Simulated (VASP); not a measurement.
A run of VASP 6.6.1 is set up as follows.

INCAR

```
SYSTEM = MnO
  ALGO = Normal
  EDIFF = 1E-6
  ENCUT = 520
  GGA = PE
  ISIF = 2
  ISMEAR = 0
  ISPIN = 2
  LASPH = .True.
  LCHARG = .True.
  LELF = .True.
  LMAXMIX = 4
  LORBIT = 11
  LREAL = .False.
  LVHAR = .True.
  LWAVE = .False.
  MAGMOM = 4.46 0.26
  NBANDS = 20
  NELM = 150
  PREC = Accurate
  SIGMA = 0.15
```

Contents of KPOINTS:

```
k-points
0
Gamma
  18 18 18
  0 0 0
```

File POSCAR:

```
MnO
1.0
    0.0000000000      2.1109000000      2.2220000000
    2.2220000000      0.0000000000      2.2220000000
    2.2220000000      2.1109000000      0.0000000000
Mn O
1 1
Direct
    0.0000000000      0.0000000000      0.0000000000
    0.5000000000      0.5000000000      0.5000000000
```

Potentials or basis: VASP PAW PBE potentials, release 64 (Mn_pv, O).

Launch:

```sh
$ cat potpaw_PBE.64/Mn_pv/POTCAR potpaw_PBE.64/O/POTCAR > POTCAR
$ mpirun -np 1 vasp_std > vasp.out
```

(1) Predict the site moments.

(2) What does it give for the net moment?

(3) Predict the pressure.

## Answers

(1) Mn +4.20; O +0.19 μB.

(2) 4.61 μB per cell.

(3) 6.7 GPa.

Caveat: the cell differs from its parent crystal (strain -0.0500 x Voigt [0, 1, 0, 0, 0, 0]); a cell with one magnetic atom can't hold antiferromagnetic order, which such compounds often take.
